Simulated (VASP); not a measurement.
# Mo (P6_3/mmc) in VASP: further runs, part 2 of 2

VASP 6.6.1. The steps go on from the part before.

## 4. Relaxation of cell and atoms, PBE

This run uses another cell than the first one: it holds 4 atoms, not 8.

Input file INCAR:

```
SYSTEM = Mo
ALGO = Fast
EDIFF = 1E-6
EDIFFG = -0.04
ENCUT = 600
GGA = PE
IBRION = 2
ISIF = 3
ISMEAR = 0
LASPH = .TRUE.
LCHARG = .FALSE.
LREAL = .FALSE.
LWAVE = .FALSE.
NELM = 80
NSW = 90
PREC = Accurate
SIGMA = 0.1
```

Input file KPOINTS:

```
k-points
0
G
  9 9 2
  0 0 0
```

Input file POSCAR:

```
Mo
1.0
    2.8379710606      0.0000000000      0.0000000000
   -1.4189855303      2.4577550337      0.0000000000
    0.0000000000      0.0000000000      9.1343004985
Mo
4
Direct
    0.0000000000      0.0000000000      0.0000000000
    0.0000000000      0.0000000000      0.5000000000
    0.3333333333      0.6666666667      0.7500000000
    0.6666666667      0.3333333333      0.2500000000
```

Potentials or basis: VASP PAW PBE potentials, release 64 (Mo_sv).

The run is started by

```console
$ cat potpaw_PBE.64/Mo_sv/POTCAR > POTCAR
$ mpirun -np 1 vasp_std > vasp.out
```

OUTCAR:

```text
SYSTEM = Mo
   EDIFF = 1E-6
   EDIFFG = -0.04
   ENCUT = 600
   GGA = PE
   IBRION = 2
   ISIF = 3
   ISMEAR = 0
   LASPH = .TRUE.
   LREAL = .FALSE.
   NELM = 80
   NSW = 90
   PREC = Accurate

 ion  position               nearest neighbor table
   1  0.000  0.000  0.000-   3 2.81   4 2.81   4 2.81   3 2.81   4 2.81   3 2.81
   2  0.000  0.000  0.500-   3 2.81   4 2.81   4 2.81   3 2.81   4 2.81   3 2.81
   3  0.333  0.667  0.750-   1 2.81   2 2.81   1 2.81   2 2.81   1 2.81   2 2.81
   4  0.667  0.333  0.250-   1 2.81   2 2.81   1 2.81   2 2.81   1 2.81   2 2.81

  LATTYP: Found a hexagonal cell.
 ALAT       =     2.8379710606
 C/A-ratio  =     3.2186024112

  Lattice vectors:

 A1 = (   2.8379710606,   0.0000000000,   0.0000000000)
 A2 = (  -1.4189855303,   2.4577550337,   0.0000000000)
 A3 = (   0.0000000000,   0.0000000000,   9.1343004985)

Analysis of symmetry for initial positions (statically):
=====================================================================
 Subroutine PRICEL returns:
 Original cell was already a primitive cell.

 Routine SETGRP: Setting up the symmetry group for a
 hexagonal supercell.

 Subroutine GETGRP returns: Found 24 space group operations
 (whereof 12 operations were pure point group operations)
 out of a pool of 24 trial point group operations.

The static configuration has the point symmetry D_3d.
 The point group associated with its full space group is D_6h.

Analysis of symmetry for dynamics (positions and initial velocities):
=====================================================================
 Subroutine PRICEL returns:
 Original cell was already a primitive cell.

 Routine SETGRP: Setting up the symmetry group for a
 hexagonal supercell.

 Subroutine GETGRP returns: Found 24 space group operations
 (whereof 12 operations were pure point group operations)
 out of a pool of 24 trial point group operations.

The dynamic configuration has the point symmetry D_3d.
[... 126 lines left out ...]
  Thomas-Fermi vector in A             =   2.670253
   LORBIT       =      0    0 simple, 1 ext, 2 COOP (PROOUT), +10 PAW based schemes
   GGA     = PE    functional components
   LHFCALC =     F    Hartree Fock is set to
   AEXX    =    0.0000 exact exchange contribution
   IVDW    =     0    specifies the selected vdW correction
   LEPSILON=     F    determine dielectric tensor
   LRPA    =     F    only Hartree local field effects (RPA)
 conjugate gradient relaxation of ions
 non-spin polarized calculation
 RMM-DIIS sequential band-by-band and
 Gauss-broadening in eV      SIGMA  =   0.10
  energy-cutoff  :      600.00
  volume of cell :       63.71
 maximum number of plane-waves:      2144
 NGX is ok and might be reduce to    24

--------------------------------------- Ionic step        1  -------------------------------------------

 number of electron      56.0000006 magnetization

 Free energy of the ion-electron system (eV)
  ---------------------------------------------------
  ext. energy  EPLUGINS =         0.00000000
  ---------------------------------------------------
  free energy    TOTEN  =       -41.99197243 eV

  energy without entropy =      -41.96601465  energy(sigma->0) =      -41.97899354

------------------------ aborting loop because EDIFF is reached ----------------------------------------

  FORCE on cell =-STRESS in cart. coord.  units (eV):
  Direction    XX          YY          ZZ          XY          YZ          ZX
  --------------------------------------------------------------------------------------
  -------------------------------------------------------------------------------------
  Total       -0.0771442     -0.0771442      1.4382314      0.0000000      0.0000000     -0.0000000
  in kB       -1.9399573     -1.9399573     36.1674167      0.0000000      0.0000000     -0.0000000
  external PRESSURE =      10.7625007 kB  Pullay stress =       0.0000000 kB
[... 95 lines left out ...]
  FREE ENERGIE OF THE ION-ELECTRON SYSTEM (eV)
  ---------------------------------------------------
  free  energy   TOTEN  =       -42.0043434577 eV

  energy  without entropy=      -41.9743217107  energy(sigma->0) =      -41.98933258

[... ionic steps 4 to 7 ...]

--------------------------------------- Ionic step        8  -------------------------------------------

 number of electron      55.9999994 magnetization

------------------------ aborting loop because EDIFF is reached ----------------------------------------
[... 71 lines left out ...]
--------------------------------------- Ionic step       10  -------------------------------------------

 number of electron      55.9999997 magnetization

 Free energy of the ion-electron system (eV)
  ---------------------------------------------------
  ext. energy  EPLUGINS =         0.00000000
  ---------------------------------------------------
  free energy    TOTEN  =       -42.07111237 eV

  energy without entropy =      -42.04518692  energy(sigma->0) =      -42.05814965

 E-fermi :  11.8662     XC(G=0): -13.2127

 val. band max:       11.8581151932   @ k =   0.2222   0.2222   0.5000
 cond. band min:      11.9341854178   @ k =   0.3333   0.1111   0.0000
 fundamental gap:      0.0760702246
 Fermi energy:        11.8661856198

 k-point     1 :       0.0000    0.0000    0.0000
  band No.  band energies     occupation
      1     -48.9740      2.00000
      2     -48.9115      2.00000
      3     -48.8563      2.00000
      4     -48.7923      2.00000
      5     -23.5684      2.00000
      6     -23.0484      2.00000
[... 884 lines left out ...]
  FREE ENERGIE OF THE ION-ELECTRON SYSTEM (eV)
  ---------------------------------------------------
  free  energy   TOTEN  =       -42.0711123745 eV

  energy  without entropy=      -42.0451869202  energy(sigma->0) =      -42.05814965

 reached required accuracy - stopping structural energy minimisation
```

OSZICAR:

```text
N       E                     dE             d eps       ncg     rms          rms(c)
DAV:   1     0.728883326357E+03    0.72888E+03   -0.37663E+04  1584   0.199E+03
DAV:   2    -0.176100297690E+02   -0.74649E+03   -0.73756E+03  1760   0.578E+02
DAV:   3    -0.438592007191E+02   -0.26249E+02   -0.25617E+02  2175   0.966E+01
[... 123 lines left out ...]
RMM:   3    -0.420711241092E+02    0.94716E-04   -0.15390E-03  1608   0.233E-01    0.892E-02
RMM:   4    -0.420710854917E+02    0.38617E-04   -0.20909E-04  1669   0.818E-02    0.651E-02
RMM:   5    -0.420711163875E+02   -0.30896E-04   -0.58431E-05  1735   0.458E-02    0.272E-02
RMM:   6    -0.420711119531E+02    0.44344E-05   -0.39135E-05  1649   0.414E-02    0.318E-03
RMM:   7    -0.420711123745E+02   -0.42139E-06   -0.98278E-06  1405   0.156E-02
  10 F= -.42071112E+02 E0= -.42058150E+02  d E =-.430022E-02
```

CONTCAR:

```text
Mo
   1.00000000000000
     2.7745500246862167    0.0000000000000000   -0.0000000000000000
    -1.3872750123431083    2.4028308054633167    0.0000000000000000
    -0.0000000000000000   -0.0000000000000000    9.6404950225211881
  Mo
     4
Direct
     1.0000000000000000    0.0000000000000000    0.0000000000000000
     1.0000000000000000    0.0000000000000000    0.5000000000000000
     0.3333333332999970    0.6666666667000030    0.7500000000000000
     0.6666666667000030    0.3333333332999970    0.2500000000000000

  0.00000000E+00  0.00000000E+00  0.00000000E+00
  0.00000000E+00  0.00000000E+00  0.00000000E+00
  0.00000000E+00  0.00000000E+00  0.00000000E+00
  0.00000000E+00  0.00000000E+00  0.00000000E+00
```

Run time: 3.5 min. Hardware: 1 thread of Intel Xeon 6975P-C (Granite Rapids), shared host; peak memory 0.23 GiB.

Results:

```
Free energy                           : -42.0711 eV
Relaxed volume                        : 16.07 Å³/atom
Relaxed cell                          : a = 2.775 Å, b = 2.775 Å, c = 9.640 Å, α = 90.00°, β = 90.00°, γ = 120.00°
Space group after relaxing (to 0.1 Å) : P6_3/mmc (No. 194)
Energy gained by relaxing             : 19.8 meV/atom
Ionic steps                           : 10
Pressure after relaxing               : -0.1 GPa
Band gap on the k mesh                : zero (bands 28 and 29 overlap by 1.58 eV)
```

The path:
```csv
step,energy change (eV),largest force (eV/Å),pressure (GPa),volume (Å³)
1,0.0000,0.0000,1.08,63.71
2,-0.0122,0.0000,-2.53,64.70
3,-0.0124,0.0000,-3.08,64.86
4,-0.0191,0.0000,-3.09,64.87
5,-0.0432,0.0000,-2.86,64.88
6,-0.0743,0.0000,-2.16,64.87
7,-0.0744,0.0000,-2.34,64.87
8,-0.0748,0.0000,-2.27,64.87
9,-0.0790,0.0000,-0.52,64.38
10,-0.0791,0.0000,-0.14,64.27
```

Final structure:
```
Mo
1.0
     2.77455    0.00000    0.00000
    -1.38728    2.40283    0.00000
     0.00000    0.00000    9.64050
Mo
4
Cartesian
  2.7746 0.0000 0.0000
  2.7746 0.0000 4.8202
  0.0000 1.6019 7.2304
  1.3873 0.8009 2.4101
```

Levels at points of the mesh, in eV from the Fermi level:
```
           k point  band 26  band 27  band 28  band 29  band 30  band 31
(0.00, 0.00, 0.00)    -0.66    -0.66    -0.42    -0.42    -0.24    -0.24
(0.00, 0.00, 0.50)    -0.68    -0.41    -0.41    -0.40    -0.40    -0.40
```

## 5. Single point, PBE

This run uses another cell than the first one: it holds 4 atoms, not 8.

Input file INCAR:

```
  ALGO = Fast
  EDIFF = 1E-6
  ENCUT = 520
  GGA = PE
  ISIF = 2
  ISMEAR = 0
  LASPH = True
  LCHARG = True
  LELF = True
  LREAL = False
  LVHAR = True
  LWAVE = False
  NBANDS = 36
  NELM = 80
  PREC = Accurate
  SIGMA = 0.1
```

Input file KPOINTS:

```
k-points
0
Gamma
  21 21 6
```

Input file POSCAR:

```
Mo
1.0
    2.7704557482      0.0000000000      0.0000000000
   -1.3852278741      2.3992850580      0.0000000000
    0.0000000000      0.0000000000      9.6714904758
Mo
4
Direct
    0.0000000000      0.0000000000      0.0000000000
    0.0000000000      0.0000000000      0.5000000000
    0.3333333333      0.6666666667      0.7500000000
    0.6666666667      0.3333333333      0.2500000000
```

Potentials or basis: VASP PAW PBE potentials, release 64 (Mo_sv).

The run is started by

```console
$ cat potpaw_PBE.64/Mo_sv/POTCAR > POTCAR
$ mpirun -np 1 vasp_std > vasp.out
```

OUTCAR:

```text
EDIFF = 1E-6
   ENCUT = 520
   GGA = PE
   ISIF = 2
   ISMEAR = 0
   LASPH = True
   LREAL = False
   NELM = 80
   PREC = Accurate

 ion  position               nearest neighbor table
   1  0.000  0.000  0.000-   3 2.90   4 2.90   3 2.90   4 2.90   4 2.90   3 2.90
   2  0.000  0.000  0.500-   3 2.90   4 2.90   3 2.90   4 2.90   4 2.90   3 2.90
   3  0.333  0.667  0.750-   1 2.90   2 2.90   1 2.90   2 2.90   1 2.90   2 2.90
   4  0.667  0.333  0.250-   1 2.90   2 2.90   1 2.90   2 2.90   1 2.90   2 2.90
[... 1141 lines left out ...]
  Direction    XX          YY          ZZ          XY          YZ          ZX
  --------------------------------------------------------------------------------------
  -------------------------------------------------------------------------------------
  Total        0.1944851      0.1944851      0.1574599      0.0000000      0.0000000      0.0000000
  in kB        4.8469720      4.8469720      3.9242276      0.0000000      0.0000000      0.0000000
  external PRESSURE =       4.5393905 kB  Pullay stress =       0.0000000 kB

 VOLUME and BASIS-vectors are now :
 -----------------------------------------------------------------------------
  energy-cutoff  :      520.00
  volume of cell :       64.29
      direct lattice vectors                 reciprocal lattice vectors
     2.770455748  0.000000000  0.000000000     0.360951443  0.208395413  0.000000000
    -1.385227874  2.399285058  0.000000000     0.000000000  0.416790826  0.000000000
     0.000000000  0.000000000  9.671490476     0.000000000  0.000000000  0.103396679

 POSITION                                       TOTAL-FORCE (eV/Angst)
 -----------------------------------------------------------------------------------
      0.00000      0.00000      0.00000         0.000000     -0.000000      0.000000
      0.00000      0.00000      4.83575         0.000000     -0.000000      0.000000
     -0.00000      1.59952      7.25362        -0.000000     -0.000000     -0.000000
      1.38523      0.79976      2.41787         0.000000      0.000000      0.000000
 -----------------------------------------------------------------------------------
    total drift:                                0.000000     -0.000000     -0.000000

  FREE ENERGIE OF THE ION-ELECTRON SYSTEM (eV)
  ---------------------------------------------------
  free  energy   TOTEN  =       -42.0627843058 eV

  energy  without entropy=      -42.0399076274  energy(sigma->0) =      -42.05134597
```

It took 3 min on 1 thread of Intel Xeon 6975P-C (Granite Rapids), shared host; peak memory 0.42 GiB.

Results:

| Quantity | Value |
| --- | --- |
| Free energy | -42.0628 eV |
| Pressure | 0.5 GPa |
| Band gap on the k mesh | zero (bands 28 and 29 overlap by 1.77 eV) |

Levels at points of the mesh, in eV from the Fermi level:
| k point | band 24 | band 25 | band 26 | band 27 | band 28 | band 29 | band 30 | band 31 | band 32 | band 33 |
| --- | --- | --- | --- | --- | --- | --- | --- | --- | --- | --- |
| (0.00, 0.00, 0.00) | -0.77 | -0.77 | -0.64 | -0.64 | -0.39 | -0.39 | -0.23 | -0.23 | 0.79 | 1.59 |
| (0.00, 0.00, 0.50) | -0.66 | -0.66 | -0.66 | -0.41 | -0.41 | -0.38 | -0.38 | -0.38 | -0.38 | 1.89 |

## 6. Overview

```csv
task,cell,k mesh,cutoff (eV),gap on the mesh (eV),pressure (GPa)
single point,"a = 2.763, b = 2.763, c = 19.884 Å, angles 90.0, 90.0, 120.0°, 8 atoms, atomic positions A",15 × 15 × 2,520,none,0.5
single point,"a = 2.769, b = 2.769, c = 9.661 Å, angles 90.0, 90.0, 120.0°, 4 atoms, atomic positions B",9 × 9 × 2,520,none,0.4
relaxation of cell and atoms,"relaxed from a = 2.838, b = 2.838, c = 9.134 Å, angles 90.0, 90.0, 120.0°, 4 atoms, atomic positions B",9 × 9 × 2,600,none,-0.1
single point,"a = 2.770, b = 2.770, c = 9.671 Å, angles 90.0, 90.0, 120.0°, 4 atoms, atomic positions B",21 × 21 × 6,520,none,0.5
```

Alike in all rows: level PBE; potentials or basis VASP PAW PBE potentials, release 64 (Mo_sv); no spin polarisation; smearing gaussian 0.1 eV.

Absolute energies hang on the potentials; compare differences alone.
